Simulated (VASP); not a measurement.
A run of VASP 6.6.1 is set up as follows.

The input INCAR:

```
PREC = Accurate
ENCUT = 520
EDIFF = 1E-6
ISMEAR = 0
SIGMA = 0.01
LREAL = False
LASPH = True
NELM = 100
ALGO = Normal
ISIF = 2
LWAVE = False
LCHARG = True
GGA = PS
LELF = True
LVHAR = True
NBANDS = 30
```

Contents of KPOINTS:

```
Automatic mesh
0
Gamma
  6 6 6
```

File POSCAR:

```
CsSnI3
1.0
    6.1340713972      0.0000000000      0.0000000000
    0.0000000000      6.1340713972      0.0000000000
    0.0000000000      0.0000000000      6.1340713972
Cs Sn I
1 1 3
Direct
    0.0000000000      0.0000000000      0.0000000000
    0.5000000000      0.5000000000      0.5000000000
    0.0000000000      0.5000000000      0.5000000000
    0.5000000000      0.0000000000      0.5000000000
    0.5000000000      0.5000000000      0.0000000000
```

Potentials or basis: VASP PAW PBE potentials, release 64 (Cs_sv, Sn_d, I).

Launch:

```bash
$ cat potpaw_PBE.64/Cs_sv/POTCAR potpaw_PBE.64/Sn_d/POTCAR potpaw_PBE.64/I/POTCAR > POTCAR
$ mpirun -np 1 vasp_std > vasp.out
```

**Question.** Predict the band gap on the k mesh.

**Answer.** 0.10 eV.

**Question.** Estimate the pressure.

**Answer.** 0.0 GPa.

Caveat: semilocal functionals underestimate gaps, and a narrow one can read as zero; the PAW data sets were made with another functional, which shifts forces and pressure a little; spin-orbit coupling is left out, which moves the levels of the heavy elements. A k mesh can miss the band edges.
